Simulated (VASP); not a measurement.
# AlN (P6_3mc) in VASP: a series of runs, part 2 of 2

VASP 6.6.1. The steps go on from the part before.

### Step 3. Electric field gradients, PBEsol (10.54 Å³/atom)

Input file INCAR:

```
SYSTEM = AlN
PREC = Accurate
ENCUT = 520
EDIFF = 1E-8
ISMEAR = -1
SIGMA = 0.02
LREAL = .FALSE.
LASPH = .TRUE.
NELM = 60
ALGO = Normal
ISIF = 2
LWAVE = .FALSE.
LCHARG = .FALSE.
GGA = PS
LEFG = .TRUE.
NBANDS = 16
```

Input file KPOINTS:

```
Automatic mesh
0
G
  11 11 6
  0 0 0
```

Input file POSCAR:

```
AlN
1.0
    3.1213377828      0.0000000000      0.0000000000
   -1.5606688914      2.7031578137      0.0000000000
    0.0000000000      0.0000000000      4.9945383275
Al N
2 2
Direct
    0.3333333333      0.6666666667      0.0000000000
    0.6666666667      0.3333333333      0.5000000000
    0.3333333333      0.6666666667      0.3850000000
    0.6666666667      0.3333333333      0.8850000000
```

Potentials or basis: VASP PAW PBE potentials, release 64 (Al, N).

Run with:

```sh
> cat potpaw_PBE.64/Al/POTCAR potpaw_PBE.64/N/POTCAR > POTCAR
> mpirun -np 1 vasp_std > vasp.out
```

OUTCAR:

```text
SYSTEM = AlN
   PREC = Accurate
   ENCUT = 520
   EDIFF = 1E-8
   ISMEAR = -1
   LREAL = .FALSE.
   LASPH = .TRUE.
   NELM = 60
   ISIF = 2
   GGA = PS

 ion  position               nearest neighbor table
   1  0.333  0.667  0.000-   4 1.89   4 1.89   4 1.89   3 1.92   2 3.08   2 3.08   2 3.08   2 3.08
                             2 3.08   2 3.08
   2  0.667  0.333  0.500-   3 1.89   3 1.89   3 1.89   4 1.92   1 3.08   1 3.08   1 3.08   1 3.08
                             1 3.08   1 3.08
   3  0.333  0.667  0.385-   2 1.89   2 1.89   2 1.89   1 1.92
   4  0.667  0.333  0.885-   1 1.89   1 1.89   1 1.89   2 1.92

  LATTYP: Found a hexagonal cell.
 ALAT       =     3.1213377828
 C/A-ratio  =     1.6001274694

  Lattice vectors:

 A1 = (   3.1213377828,   0.0000000000,   0.0000000000)
 A2 = (  -1.5606688914,   2.7031578137,   0.0000000000)
 A3 = (   0.0000000000,   0.0000000000,   4.9945383275)

Analysis of symmetry for initial positions (statically):
=====================================================================
 Subroutine PRICEL returns:
 Original cell was already a primitive cell.

 Routine SETGRP: Setting up the symmetry group for a
 hexagonal supercell.

 Subroutine GETGRP returns: Found 12 space group operations
 (whereof  6 operations were pure point group operations)
 out of a pool of 24 trial point group operations.

The static configuration has the point symmetry C_3v.
 The point group associated with its full space group is C_6v.

Analysis of symmetry for dynamics (positions and initial velocities):
=====================================================================
 Subroutine PRICEL returns:
 Original cell was already a primitive cell.

 Routine SETGRP: Setting up the symmetry group for a
 hexagonal supercell.

 Subroutine GETGRP returns: Found 12 space group operations
 (whereof  6 operations were pure point group operations)
 out of a pool of 24 trial point group operations.

The dynamic configuration has the point symmetry C_3v.
 The point group associated with its full space group is C_6v.

 Subroutine INISYM returns: Found 12 space group operations
 (whereof  6 operations are pure point group operations),
 and found     1 'primitive' translations

----------------------------------------------------------------------------------------

                                     Primitive cell

  volume of cell :      42.1413

  direct lattice vectors                    reciprocal lattice vectors
     3.121337783  0.000000000  0.000000000     0.320375451  0.184968853  0.000000000
    -1.560668891  2.703157814  0.000000000     0.000000000  0.369937706  0.000000000
     0.000000000  0.000000000  4.994538327     0.000000000  0.000000000  0.200218706

  length of vectors
     3.121337783  3.121337783  4.994538327     0.369937706  0.369937706  0.200218706

  position of ions in fractional coordinates (direct lattice)
     0.333333333  0.666666667  0.000000000
     0.666666667  0.333333333  0.500000000
     0.333333333  0.666666667  0.385000000
     0.666666667  0.333333333  0.885000000

  ion indices of the primitive-cell ions
   primitive index   ion index
                 1           1
                 2           2
                 3           3
[... 87 lines left out ...]
   EFERMI =   0.00;   METHOD = LEGACY
   ISMEAR =    -1;   SIGMA  =   0.02  broadening in eV -4-tet -1-fermi 0-gaus
   EFERMI_NEDOS =   21; number of points for ismear=-14 and -15
   IALGO  =     38    algorithm
   IMIX   =      4    mixing-type and parameters
     AMIX     =   0.40;   BMIX     =  1.00
     AMIX_MAG =   1.60;   BMIX_MAG =  1.00
  volume/ion in A,a.u.               =      10.54        71.10
  Fermi-wavevector in a.u.,A,eV,Ry     =   1.185438  2.240154 19.119780  1.405264
  Thomas-Fermi vector in A             =   2.321632
   LORBIT       =      0    0 simple, 1 ext, 2 COOP (PROOUT), +10 PAW based schemes
   GGA     = PS    functional components
   LHFCALC =     F    Hartree Fock is set to
   AEXX    =    0.0000 exact exchange contribution
   IVDW    =     0    specifies the selected vdW correction
   LEPSILON=     F    determine dielectric tensor
   LRPA    =     F    only Hartree local field effects (RPA)
 non-spin polarized calculation
  energy-cutoff  :      520.00
  volume of cell :       42.14
 maximum number of plane-waves:      1150
 NGX is ok and might be reduce to    24
   NGX = 11   NGY = 11   NGZ = 19

 number of electron      15.9999998 magnetization

 Free energy of the ion-electron system (eV)
  ---------------------------------------------------
  ext. energy  EPLUGINS =         0.00000000
  ---------------------------------------------------
  free energy    TOTEN  =       -31.30853770 eV

  energy without entropy =      -31.30853770  energy(sigma->0) =      -31.30853770

 E-fermi :   6.4655     XC(G=0): -11.0686

 val. band max:        6.0317732833   @ k =   0.0000   0.0000   0.0000
 cond. band min:      10.0355047964   @ k =   0.0000   0.0000   0.0000
 fundamental gap:      4.0037315131
 Fermi energy:         6.4655082508

 k-point     1 :       0.0000    0.0000    0.0000
  band No.  band energies     occupation
      1      -9.1362      2.00000
      2      -6.9800      2.00000
      3      -0.0175      2.00000
      4       5.0866      2.00000
      5       5.0866      2.00000
      6       5.7398      2.00000
[... 433 lines left out ...]
      3       1.0152      2.00000
      4       2.9244      2.00000
      5       3.3250      2.00000
      6       4.4426      2.00000
[... 8 lines left out ...]
     15      18.2190      0.00000
     16      19.2786      0.00000

 [... further k-points ...]
[... 5 lines left out ...]
  --------------------------------------------------------------------------------------
  -------------------------------------------------------------------------------------
  Total       -0.2304464     -0.2304464     -0.6871001      0.0000000      0.0000000     -0.0000000
  in kB       -8.7613884     -8.7613884    -26.1230026      0.0000000      0.0000000     -0.0000000
  external PRESSURE =     -14.5485932 kB  Pullay stress =       0.0000000 kB

 VOLUME and BASIS-vectors are now :
 -----------------------------------------------------------------------------
  energy-cutoff  :      520.00
  volume of cell :       42.14
      direct lattice vectors                 reciprocal lattice vectors
     3.121337783  0.000000000  0.000000000     0.320375451  0.184968853  0.000000000
    -1.560668891  2.703157814  0.000000000     0.000000000  0.369937706  0.000000000
     0.000000000  0.000000000  4.994538327     0.000000000  0.000000000  0.200218706

 POSITION                                       TOTAL-FORCE (eV/Angst)
 -----------------------------------------------------------------------------------
     -0.00000      1.80211      0.00000         0.000000     -0.000000      0.177356
      1.56067      0.90105      2.49727         0.000000      0.000000      0.177356
     -0.00000      1.80211      1.92290        -0.000000     -0.000000     -0.177356
      1.56067      0.90105      4.42017         0.000000      0.000000     -0.177356
 -----------------------------------------------------------------------------------
    total drift:                               -0.000000      0.000000      0.000494

  FREE ENERGIE OF THE ION-ELECTRON SYSTEM (eV)
  ---------------------------------------------------
  free  energy   TOTEN  =       -31.3085377036 eV

  energy  without entropy=      -31.3085377036  energy(sigma->0) =      -31.30853770

 Electric field gradients (V/A^2)
---------------------------------------------------------------------
 ion       V_xx      V_yy      V_zz      V_xy      V_xz      V_yz
---------------------------------------------------------------------
   1      -4.206    -4.206     8.412     0.000     0.000    -0.000
   2      -4.206    -4.206     8.412     0.000    -0.000     0.000
   3      -0.309    -0.309     0.618    -0.000     0.000    -0.000
   4      -0.309    -0.309     0.618    -0.000    -0.000     0.000
---------------------------------------------------------------------

 Electric field gradients after diagonalization (V/A^2)
 (convention: |V_zz| > |V_xx| > |V_yy|)
----------------------------------------------------------------------
 ion       V_xx      V_yy      V_zz     asymmetry (V_yy - V_xx)/ V_zz
----------------------------------------------------------------------
   1      -4.206    -4.206     8.412       0.000
   2      -4.206    -4.206     8.412       0.000
   3      -0.309    -0.309     0.618       0.001
   4      -0.309    -0.309     0.618       0.001
----------------------------------------------------------------------

           NMR quadrupolar parameters

 Cq : quadrupolar parameter    Cq=e*Q*V_zz/h
 eta: asymmetry parameters     (V_yy - V_xx)/ V_zz
 Q  : nuclear electric quadrupole moment in mb (millibarn)
----------------------------------------------------------------------
 ion       Cq(MHz)       eta       Q (mb)
----------------------------------------------------------------------
   1       0.020       0.000       1.000
   2       0.020       0.000       1.000
   3       0.001       0.001       1.000
   4       0.001       0.001       1.000
----------------------------------------------------------------------
```

stdout:

```text
POSCAR found type information on POSCAR AlN
 POSCAR found :  2 types and       4 ions
 scaLAPACK will be used
 -----------------------------------------------------------------------------
|                                                                             |
|                                                                             |
|     You enforced a specific xc type in the INCAR file but a different       |
|     I HOPE YOU KNOW WHAT YOU ARE DOING!                                     |
|                                                                             |
 -----------------------------------------------------------------------------

 LDA part: xc-table for (Slater+PW92), standard interpolation
 POSCAR, INCAR and KPOINTS ok, starting setup
 FFT: planning ... GRIDC
 FFT: planning ... GRID_SOFT
 FFT: planning ... GRID
 WAVECAR not read
 entering main loop
ion   1

ion   2

ion   3

ion   4
```

It took 54 s on 1 thread of Intel Xeon 8259CL, shared host; peak memory 0.18 GiB.

Results:

| Property | Result |
| --- | --- |
| Free energy | -31.3085 eV |
| Pressure | -1.5 GPa |
| Largest force | 0.177 eV/Å |
| Band gap on the k mesh | 4.00 eV |
| Largest electric field gradient by atom | Al +8.4; N +0.6 V/Å² |

Forces in eV/Å, atoms in the order of the input:
```
Al   0.000  0.000  0.177
Al   0.000  0.000  0.177
N    0.000  0.000 -0.177
N    0.000  0.000 -0.177
```

Stress tensor (GPa, compression positive):
```
-0.88  0.00  0.00
 0.00 -0.88  0.00
 0.00  0.00 -2.61
```

Electric field gradients, principal values (V/Å²):
| atom | least | middle | greatest (by size) |
| --- | --- | --- | --- |
| 1 Al | -4.206 | -4.206 | 8.412 |
| 2 Al | -4.206 | -4.206 | 8.412 |
| 3 N | -0.309 | -0.309 | 0.618 |
| 4 N | -0.309 | -0.309 | 0.618 |

Caveat: without QUAD_EFG the Cq values of the log hold for a quadrupole moment of 1 mb, not for the nuclei; the PAW data sets were made with another functional, which shifts forces and pressure a little; an odd mesh through Γ misses points on the zone boundary, where band edges can lie.
